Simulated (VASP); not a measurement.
The system is Nd3Si2I.

```
CELL_PARAMETERS angstrom
-2.80269 3.29861 4.50412
2.80269 -3.29861 4.50412
2.80269 3.29861 -4.50412
ATOMIC_POSITIONS crystal
Nd 0.00000 0.50000 0.50000
Nd 0.72355 0.22355 0.50000
Nd 0.27645 0.77645 0.50000
Si 0.50000 0.00000 0.50000
Si 0.50000 0.50000 0.00000
I 0.00000 0.00000 0.00000
```

The cell was generated, and may not be a known phase.

```yaml
Program: VASP 6.6.1
Task: relaxation of cell and atoms
Functional: PBE
Potentials_or_basis: VASP PAW PBE potentials, release 64 (Nd_3, Si, I), 4f in core
Cutoff: 500 eV
k_mesh: 3 × 3 × 3
Occupations: gaussian, width 0.15 eV
Spin: no spin polarisation
```

At the start: pressure 28.9 GPa; volume 27.76 Å³/atom.

Q: Where does the relaxation end?

A: Over 22 steps the energy falls by 1704.4 meV/atom and the volume is 34.82 Å³/atom (+25.4 %); space group Immm (No. 71, to 0.1 Å) before and after.

Step by step:
| step | energy change (eV) | largest force (eV/Å) | pressure (GPa) | volume (Å³) |
| --- | --- | --- | --- | --- |
| 1 | 0.0000 | 9.1782 | 28.85 | 166.56 |
| 2 | -6.5165 | 0.7377 | -3.78 | 290.52 |
| 3 | -6.7903 | 0.9256 | -3.78 | 280.96 |
| 4 | -7.0748 | 1.1394 | -3.76 | 271.79 |
| 5 | -8.6906 | 2.2987 | -1.44 | 218.56 |
| 6 | -8.1712 | 1.4179 | 5.52 | 193.66 |
| 7 | -8.6951 | 2.2683 | -1.01 | 215.13 |
| 8 | -8.7337 | 2.0396 | 0.20 | 208.23 |
| 9 | -8.7313 | 2.1185 | -0.29 | 210.54 |
| 10 | -8.7338 | 2.0875 | -0.11 | 209.65 |
| 11 | -9.4032 | 1.5451 | -1.00 | 210.20 |
| 12 | -9.9056 | 0.6518 | -1.19 | 209.87 |
| 13 | -8.9806 | 0.6885 | 3.18 | 205.45 |
| 14 | -9.9730 | 0.3104 | -0.96 | 209.52 |
| 15 | -9.9804 | 0.2113 | -0.83 | 209.33 |
| 16 | -10.1539 | 0.3636 | 0.70 | 202.88 |
| 17 | -10.1541 | 0.3596 | 0.65 | 203.04 |
| 18 | -10.2125 | 0.2851 | 0.24 | 206.51 |
| 19 | -10.2128 | 0.2801 | 0.22 | 206.77 |
| 20 | -10.2224 | 0.0845 | -0.09 | 209.02 |
| 21 | -10.2224 | 0.0894 | -0.08 | 208.97 |
| 22 | -10.2262 | 0.0473 | 0.02 | 208.95 |

Final structure:
```cif
data_structure
_symmetry_space_group_name_H-M 'P 1'
_symmetry_Int_Tables_number 1
_cell_length_a 7.4911
_cell_length_b 7.4911
_cell_length_c 7.4911
_cell_angle_alpha 134.080
_cell_angle_beta 135.363
_cell_angle_gamma 65.969
_cell_volume 208.95
loop_
_atom_site_label
_atom_site_type_symbol
_atom_site_fract_x
_atom_site_fract_y
_atom_site_fract_z
_atom_site_occupancy
Nd1 Nd 0.00000 0.50000 0.50000 1
Nd2 Nd 0.72198 0.22198 0.50000 1
Nd3 Nd 0.27802 0.77802 0.50000 1
Si1 Si 0.50000 0.00000 0.50000 1
Si2 Si 0.50000 0.50000 0.00000 1
I1 I 0.00000 0.00000 0.00000 1
```

Caveat: the k points lie up to 0.40 Å⁻¹ apart in the final cell; the volume moved by over 15 % at a fixed basis, so the end points are rough; the run has no spin polarisation, though such a crystal can be magnetic; the relaxation stopped at a loose force limit of 0.08 eV/Å, so its end isn't a converged minimum.
